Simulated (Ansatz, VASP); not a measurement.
# Ga2O3: VASP beside Ansatz

The input INCAR:

```
PREC = Accurate ; ENCUT = 520
EDIFF = 1E-6 ; ISMEAR = -1
SIGMA = 0.05 ; LREAL = F
LASPH = T ; NELM = 100
ALGO = Normal ; ISIF = 2
LWAVE = F ; LCHARG = F
NBANDS = 55
```

KPOINTS

```
Automatic mesh
0
Gamma
  7 7 7
```

Contents of POSCAR:

```
Ga2O3
1.0
    2.4912496600      1.4383236600      4.4776700000
   -2.4912496600      1.4383236600      4.4776700000
    0.0000000000     -2.8766473200      4.4776700000
Ga O
4 6
Direct
    0.3275383300      0.3730255000      0.4339260900
    0.1226850000      0.1996506100      0.1309869800
    0.6575711600      0.6681613400      0.6067828300
    0.8117986800      0.8606050300      0.8644208700
    0.5719675800      0.9374977000      0.2597667500
    0.2931015800      0.5446146900      0.8991745800
    0.9691647800      0.1972850700      0.5753189600
    0.4882741500      0.0028275800      0.7620414600
    0.7493726300      0.4250905300      0.0293894900
    0.0085261100      0.7912419500      0.4381919900
```

File input.yaml:

```yaml
crystal:
  lattice:
    - [2.49124966, 1.43832366, 4.47767]
    - [-2.49124966, 1.43832366, 4.47767]
    - [0.0, -2.87664732, 4.47767]
  atoms:
    - { symbol: Ga, position: [0.32753833, 0.3730255, 0.43392609] }
    - { symbol: Ga, position: [0.122685, 0.19965061, 0.13098698] }
    - { symbol: Ga, position: [0.65757116, 0.66816134, 0.60678283] }
    - { symbol: Ga, position: [0.81179868, 0.86060503, 0.86442087] }
    - { symbol: O, position: [0.57196758, 0.9374977, 0.25976675] }
    - { symbol: O, position: [0.29310158, 0.54461469, 0.89917458] }
    - { symbol: O, position: [0.96916478, 0.19728507, 0.57531896] }
    - { symbol: O, position: [0.48827415, 0.00282758, 0.76204146] }
    - { symbol: O, position: [0.74937263, 0.42509053, 0.02938949] }
    - { symbol: O, position: [0.00852611, 0.79124195, 0.43819199] }
hamiltonian:
  xc: lda
  pseudopotentials: { kind: paw }
kpoints:
  mp_grid: { grid: [7, 7, 7] }
  band_path:
    path:
      - [[0.0, 0.0, 0.0], [0.5, 0.0, 0.0], [0.5, 0.2354554809, -0.2354554809]]
      - [[0.7645445191, 0.5, 0.2354554809], [0.5, 0.5, 0.5], [0.0, 0.0, 0.0], [0.3677277405, 0.0, -0.3677277405]]
      - [[0.6322722595, 0.3677277405, 0.0], [0.5, 0.5, 0.0], [0.6322722595, 0.6322722595, 0.2354554809], [0.5, 0.5, 0.5]]
      - [[0.5, 0.0, 0.0], [0.7645445191, 0.3677277405, 0.3677277405]]
    npoints: 10
scf:
  occupations: { method: fermi_dirac, width: 0.05 }
  n_extra_bands: 25
output:
  forces: true
  stress: true
  eigenvalues: true
  fatbands: true
  write_density: true
  write_potential: true
  elf: true
  volumetric_format: npy
```

Alike in both runs: functional LDA; k mesh 7 × 7 × 7; occupations fermi-dirac, width 0.05 eV; no spin polarisation.

```csv
,VASP,Ansatz
version,VASP 6.6.1,Ansatz 0.2.0
potentials or method,"VASP PAW LDA potentials, release 64 (Ga_d, O)",Ansatz PAW
plane-wave cutoff (eV),520,420
valence electrons in the cell,88,88
task,single point,band structure
```

Ansatz gave:

```
gap on the k mesh at the Fermi level (eV)                     : 1.75
least direct gap on the mesh (eV)                             : 1.75
pressure (GPa)                                                : 5.9
traceless stress, the component that is largest in VASP (GPa) : 8.01
rms of the force components (eV/Å)                            : 2.254
```

Problem. What did VASP give for the same quantities?

Solution. gap on the k mesh at the Fermi level (eV): 1.76; least direct gap on the mesh (eV): 1.76; pressure (GPa): 7.9; traceless stress, the component that is largest in VASP (GPa): 8.34; rms of the force components (eV/Å): 2.305.

LDA's correlation is that of Perdew and Zunger in VASP and of Perdew and Wang (1992) in Ansatz. Atom by atom the forces differ by 0.068 eV/Å (rms over components).

Noted on Ansatz's run: Pulay correction over one GPa.
